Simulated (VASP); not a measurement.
Set up this calculation in VASP 6.6.1, as the native input.

```
Task                   : single point
Functional             : PBE
Dispersion             : D3(BJ)
Potentials or basis    : VASP PAW PBE potentials, release 64 (Ga_d, Sb)
Cutoff                 : 520 eV
k mesh                 : 12 × 12 × 12
Occupations            : gaussian, width 0.15 eV
Spin                   : no spin polarisation
Dipole correction      : no
Further INCAR settings : ALGO = Normal; EDIFF = 1e-06; NBANDS = 22
```

The structure of GaSb3 lies in POSCAR:

```
GaSb3
1.0
    0.0000000000      3.6478901005      3.6478901005
    3.6478901005      0.0000000000      3.6478901005
    3.6478901005      3.6478901005      0.0000000000
Ga Sb
1 3
Direct
    0.0137065533     -0.0137065533     -0.0137065533
    0.2500000000      0.2500000000      0.2500000000
    0.7500000000      0.7500000000      0.7500000000
    0.5000000000      0.5000000000      0.5000000000
```

This cell differs from its parent crystal: atom 1 (Ga) moved -0.100 Å along Cartesian [1 0 0].

The input as run:

INCAR

```
ALGO     = Normal         # electronic algorithm
EDIFF    = 1E-6           # SCF threshold, eV
ENCUT    = 520            # plane-wave cutoff, eV
GGA      = PE             # functional
ISIF     = 2              # what is computed and relaxed
ISMEAR   = 0              # smearing method
IVDW     = 12             # dispersion correction
LASPH    = T              # aspherical terms in the spheres
LCHARG   = F              # write CHGCAR
LREAL    = F              # projectors in reciprocal space
LWAVE    = F              # write WAVECAR
NBANDS   = 22             # bands
NELM     = 60             # most SCF steps
PREC     = Accurate       # precision mode
SIGMA    = 0.15           # smearing width, eV
```

KPOINTS

```
k-points
0
Gamma
  12 12 12
```

Potentials or basis: VASP PAW PBE potentials, release 64 (Ga_d, Sb).

Command:

```bash
$ cat potpaw_PBE.64/Ga_d/POTCAR potpaw_PBE.64/Sb/POTCAR > POTCAR
$ mpirun -np 1 vasp_std > vasp.out
```

It gave:

- Pressure: 0.4 GPa
- Largest force: 0.179 eV/Å
- Band gap on the k mesh: zero (bands 14 and 15 overlap by 4.12 eV)
- Dispersion energy per atom: -0.479 eV

Caveat: the cell differs from its parent crystal (atom 1 (Ga) moved -0.100 Å along Cartesian [1 0 0]); spin-orbit coupling is left out, which moves the levels of the heavy elements.

Run time: 6.6 min on 1 thread of Intel Xeon 8259CL (shared host), peak memory 0.49 GiB.
